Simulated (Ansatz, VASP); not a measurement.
**Two plane-wave programs on TaAl5B**

```xyz
7
Lattice="0.0000 3.9702 3.9702 3.9702 0.0000 3.9702 3.9702 3.9702 0.0000" Properties=species:S:1:pos:R:3 pbc="T T T"
Ta    3.9702    3.9702    3.9702
Al    1.0998    1.0998    1.0998
Al    2.8704    2.8704    1.0998
Al    2.8704    1.0998    2.8704
Al    1.0998    2.8704    2.8704
Al    5.9553    5.9553    5.9553
B     0.0000    0.0000    0.0000
```

Alike in both runs: functional PBE; k mesh 4 × 4 × 4; occupations gaussian, width 0.2 eV; no spin polarisation.

Ansatz relaxed the structure, and its values are those at the end. VASP's run is a single point on that final structure, the one shown.

|  | VASP | Ansatz |
| --- | --- | --- |
| version | VASP 6.6.1 | Ansatz 0.2.0 |
| potentials or method | VASP PAW PBE potentials, release 64 (Ta_pv, Al, B), cutoff 500 eV | scalar-relativistic, plane waves, PAW |
| valence electrons in the cell | 29 | 31 |

```csv
,VASP,Ansatz,Ansatz less VASP
gap on the k mesh at the Fermi level (eV),none,none,-
pressure (GPa),0.5,0.5,+0.04
rms of the force components (eV/Å),0.025,0.021,-0.0040
```

A gap of «none» marks a metal or a gap that the smearing closes. The functional is the same, so the differences come from potentials, cutoffs and numerics. VASP's potentials hold 29 valence electrons a cell and Ansatz's 31, so a difference there can come from the potentials and not from the codes.

Neither program's run includes spin-orbit coupling.
